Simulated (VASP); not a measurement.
Co: single point with PBE

Crystal: Co.

```
CELL_PARAMETERS angstrom
2.47200 0.00000 0.00000
-1.23600 2.14081 0.00000
0.00000 0.00000 4.02114
ATOMIC_POSITIONS crystal
Co 0.33333 0.66667 0.25000
Co 0.66667 0.33333 0.75000
```

- Program: VASP 6.6.1
- Task: single point
- Functional: PBE
- Potentials or basis: VASP PAW PBE potentials, release 64 (Co_sv)
- Cutoff: 600 eV
- k mesh: 12 × 12 × 4
- Occupations: gaussian, width 0.1 eV
- Spin: collinear spin, ferromagnetic start
- Starting moments: [3.0, 3.0] μB
- Dipole correction: no
- Further INCAR settings: ALGO = Normal; EDIFF = 1e-06; NBANDS = 28

| Property | Result |
| --- | --- |
| Pressure | 1.0 GPa |
| Net moment | 3.26 μB per cell |
| Site moments | Co +1.69 μB |
| Valence electrons inside the program's atomic spheres | Co 15.07 |

Stress tensor (GPa, compression positive):
```
 1.72  0.00  0.00
 0.00  1.72  0.00
 0.00  0.00 -0.45
```

Levels at points of the mesh, in eV from the Fermi level:
Spin up:
| k point | band 15 | band 16 | band 17 | band 18 | band 19 | band 20 | band 21 | band 22 | band 23 | band 24 |
| --- | --- | --- | --- | --- | --- | --- | --- | --- | --- | --- |
| (0.00, 0.00, 0.00) | -2.28 | -1.90 | -1.90 | -0.78 | -0.78 | -0.20 | 6.43 | 22.11 | 24.85 | 24.85 |
| (0.50, 0.00, 0.00) | -2.21 | -0.62 | -0.56 | -0.47 | 1.37 | 3.43 | 9.77 | 10.44 | 12.84 | 14.14 |
| (0.00, 0.00, 0.50) | -2.66 | -2.66 | -1.10 | -1.10 | -1.10 | -1.10 | 15.04 | 15.04 | 22.84 | 22.84 |
| (0.50, 0.00, 0.50) | -1.04 | -1.04 | -0.53 | -0.53 | 1.61 | 1.61 | 7.44 | 7.44 | 18.58 | 18.58 |
Spin down:
```tsv
k point	band 11	band 12	band 13	band 14	band 15	band 16	band 17	band 18	band 19	band 20
(0.00, 0.00, 0.00)	-1.00	-0.94	-0.94	-0.57	-0.57	-0.26	-0.10	-0.10	1.14	1.14
(0.50, 0.00, 0.00)	-3.32	-1.88	-1.08	-1.05	-0.61	1.29	1.40	1.46	2.65	4.43
(0.00, 0.00, 0.50)	-1.57	-1.57	-1.00	-1.00	-1.00	-1.00	0.79	0.79	0.79	0.79
(0.50, 0.00, 0.50)	-2.43	-2.43	0.00	0.00	0.27	0.27	1.39	1.39	2.27	2.27
```

It took 2.2 min on 1 thread of Intel(R) Xeon(R) Platinum 8259CL CPU @ 2.50GHz (Skylake/Cascade Lake) (shared host), peak memory 0.17 GiB.

Caveat: the k points lie up to 0.39 Å⁻¹ apart.
